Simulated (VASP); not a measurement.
Hf3ZnIr: single point with PBE

Crystal: Hf3ZnIr.

```
Hf Zn Ir
1.0
     4.79066    0.00000    0.00000
     0.00000    4.79066    0.00000
     0.00000    0.00000    4.79066
Hf Zn Ir
3 1 1
Direct
  0.00000 0.50000 0.50000
  0.50000 0.00000 0.50000
  0.50000 0.50000 0.00000
  0.50000 0.50000 0.50000
  0.00000 0.00000 0.00000
```

```yaml
Program: VASP 6.6.1
Task: single point
Functional: PBE
Potentials_or_basis: VASP PAW PBE potentials, release 64 (Hf_pv, Zn, Ir)
Cutoff: 520 eV
k_mesh: 8 × 8 × 8
Occupations: gaussian, width 0.1 eV
Spin: no spin polarisation
Dipole_correction: no
Further_INCAR_settings: ALGO = Normal; EDIFF = 1e-06; NBANDS = 34
```

```yaml
Pressure: -0.6 GPa
```

Levels at points of the mesh, in eV from the Fermi level:
| k point | band 22 | band 23 | band 24 | band 25 | band 26 | band 27 | band 28 | band 29 | band 30 | band 31 |
| --- | --- | --- | --- | --- | --- | --- | --- | --- | --- | --- |
| (0.00, 0.00, 0.00) | 0.25 | 0.25 | 0.25 | 0.64 | 0.64 | 0.64 | 1.17 | 1.17 | 3.48 | 3.48 |
| (0.50, 0.00, 0.00) | -1.26 | -0.78 | -0.26 | -0.24 | -0.24 | 0.17 | 0.17 | 1.38 | 1.87 | 2.20 |
| (0.50, 0.50, 0.00) | -1.51 | -1.46 | -0.96 | -0.48 | -0.48 | -0.23 | 1.32 | 1.32 | 1.57 | 1.57 |
| (0.50, 0.50, 0.50) | -1.23 | -1.15 | -1.15 | 0.25 | 0.25 | 0.25 | 0.99 | 0.99 | 0.99 | 2.48 |

Run time: 2.8 min on 1 thread of Intel(R) Xeon(R) Platinum 8375C CPU @ 2.90GHz (Ice Lake), on a shared host, peak memory 0.29 GiB.

Caveat: spin-orbit coupling is left out, which moves the levels of the heavy elements.
